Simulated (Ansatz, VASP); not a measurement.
**AgO: VASP beside Ansatz**

```xyz
2
Lattice="0.0000 2.4992 2.4992 2.4992 0.0000 2.4992 2.4992 2.4992 0.0000" Properties=species:S:1:pos:R:3 pbc="T T T"
Ag    0.0000    0.0000    0.0000
O     3.7488    3.7488    3.7488
```

Alike in both runs: task single point; functional PBEsol; k mesh 14 × 14 × 14; occupations gaussian, width 0.1 eV; no spin polarisation.

|  | VASP | Ansatz |
| --- | --- | --- |
| version | VASP 6.6.1 | Ansatz 0.2.0 |
| potentials or method | VASP PAW PBE potentials, release 64 (Ag, O), cutoff 520 eV | scalar-relativistic, plane waves, PAW |
| valence electrons in the cell | 17 | 25 |

|  | VASP | Ansatz | Ansatz less VASP |
| --- | --- | --- | --- |
| gap on the k mesh at the Fermi level (eV) | none | none | - |
| pressure (GPa) | -3.1 | -3.0 | +0.17 |

VASP's potentials were made for PBE, not for PBEsol. A gap of «none» marks a metal or a gap that the smearing closes. The functional is the same, so the differences come from potentials, cutoffs and numerics. VASP's potentials hold 17 valence electrons a cell and Ansatz's 25, so a difference there can come from the potentials and not from the codes.
